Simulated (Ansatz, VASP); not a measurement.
# One calculation of CaS, two programs

File INCAR:

```
SYSTEM = CaS
ALGO     = Normal         ! electronic algorithm
EDIFF    = 1E-6           ! SCF threshold, eV
ENCUT    = 500            ! plane-wave cutoff, eV
GGA      = PE             ! functional
GGA_COMPAT= .False.      
ISIF     = 2              ! what is computed and relaxed
ISMEAR   = 0              ! smearing method
LASPH    = .True.         ! aspherical terms in the spheres
LCHARG   = .False.        ! write CHGCAR
LREAL    = .False.        ! projectors in reciprocal space
LWAVE    = .False.        ! write WAVECAR
NBANDS   = 15             ! bands
NELM     = 120            ! most SCF steps
PREC     = Accurate       ! precision mode
SIGMA    = 0.01           ! smearing width, eV
```

The input KPOINTS:

```
k-points
0
Gamma
  6 6 6
  0 0 0
```

File POSCAR:

```
CaS
1.0
    0.0000000000      2.8523742917      2.8523742917
    2.8523742917      0.0000000000      2.8523742917
    2.8523742917      2.8523742917      0.0000000000
Ca S
1 1
Direct
    0.0000000000      0.0000000000      0.0000000000
    0.5000000000      0.5000000000      0.5000000000
```

Input for Ansatz:

```yaml
crystal:
  lattice:
    - [0.0, 2.8523742917, 2.8523742917]
    - [2.8523742917, 0.0, 2.8523742917]
    - [2.8523742917, 2.8523742917, 0.0]
  atoms:
    - { symbol: Ca, position: [0.0, 0.0, 0.0] }
    - { symbol: S, position: [0.5, 0.5, 0.5] }
basis:
  ecutwfc: 680
kpoints:
  mp_grid: { grid: [6, 6, 6] }
hamiltonian:
  xc: pbe
scf:
  occupations: { method: fixed }
  mixing: { beta: 0.13 }
  max_iter: 67
output:
  forces: true
  stress: true
  eigenvalues: true
```

Alike in both runs: task single point; functional PBE; k mesh 6 × 6 × 6; no spin polarisation.

|  | VASP | Ansatz |
| --- | --- | --- |
| version | VASP 6.6.1 | Ansatz 0.2.0 |
| potentials or method | VASP PAW PBE potentials, release 64 (Ca_sv, S), cutoff 500 eV | scalar-relativistic, plane waves, PAW |
| occupations | gaussian, width 0.01 eV | fixed |
| valence electrons in the cell | 16 | 16 |

VASP gave:

| Quantity | Value |
| --- | --- |
| gap on the k mesh at the Fermi level (eV) | 2.37 |
| least direct gap on the mesh (eV) | 3.17 |
| pressure (GPa) | 0.4 |

Question: Which values does Ansatz return?

Answer: gap on the k mesh at the Fermi level (eV): 2.37; least direct gap on the mesh (eV): 3.18; pressure (GPa): 0.2.
